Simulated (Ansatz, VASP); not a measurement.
BC5: VASP beside Ansatz

The input INCAR:

```
ALGO = Normal ; EDIFF = 1E-6
ENCUT = 520 ; GGA = PE
ISIF = 2 ; ISMEAR = 0
LASPH = True ; LCHARG = True
LELF = True ; LREAL = False
LVHAR = True ; LWAVE = False
NBANDS = 20 ; NELM = 60
PREC = Accurate ; SIGMA = 0.1
```

The input KPOINTS:

```
k-points
0
Gamma
  6 6 4
```

File POSCAR:

```
BC5
1.0
    4.7879759400      0.0000000000      0.0000000000
   -2.3939879700      4.1465088000      0.0000000000
    0.0000000000      0.0000000000      3.8327366600
B C
1 5
Direct
    0.0000000000      0.0000000000      0.0000000000
    0.0000000000      0.5000000000      0.5000000000
    0.3333333300      0.6666666700      0.0000000000
    0.6666666700      0.3333333300      0.0000000000
    0.5000000000      0.0000000000      0.5000000000
    0.5000000000      0.5000000000      0.5000000000
```

Input for Ansatz:

```yaml
crystal:
  lattice:
    - [4.78797594, 0.0, 0.0]
    - [-2.39398797, 4.1465088, 0.0]
    - [0.0, 0.0, 3.83273666]
  atoms:
    - { symbol: B, position: [0.0, 0.0, 0.0] }
    - { symbol: C, position: [0.0, 0.5, 0.5] }
    - { symbol: C, position: [0.33333333, 0.66666667, 0.0] }
    - { symbol: C, position: [0.66666667, 0.33333333, 0.0] }
    - { symbol: C, position: [0.5, 0.0, 0.5] }
    - { symbol: C, position: [0.5, 0.5, 0.5] }
basis:
  ecutwfc: 420
kpoints:
  mp_grid: { grid: [6, 6, 4] }
hamiltonian:
  xc: pbe
scf:
  occupations: { method: gaussian, width: 0.1 }
  lower_state_search: "off"
output:
  forces: true
  stress: true
  eigenvalues: true
```

Change from the starting cell: species swapped into the TbCo5 type (P6/mmm, No. 191).

Alike in both runs: task single point; functional PBE; k mesh 6 × 6 × 4; occupations gaussian, width 0.1 eV; no spin polarisation.

```csv
,VASP,Ansatz
version,VASP 6.6.1,Ansatz 0.2.0
potentials or method,"VASP PAW PBE potentials, release 64 (B, C), cutoff 520 eV","scalar-relativistic, plane waves, PAW"
valence electrons in the cell,23,23
```

```tsv
	VASP	Ansatz	Ansatz less VASP
gap on the k mesh at the Fermi level (eV)	none	none	-
pressure (GPa)	-25.2	-25.2	+0.03
traceless stress, the component that is largest in VASP (GPa)	-3.63	-3.63	+0.002
```

A gap of «none» marks a metal or a gap that the smearing closes.

The k mesh is coarse, so the values compare programs but aren't converged.
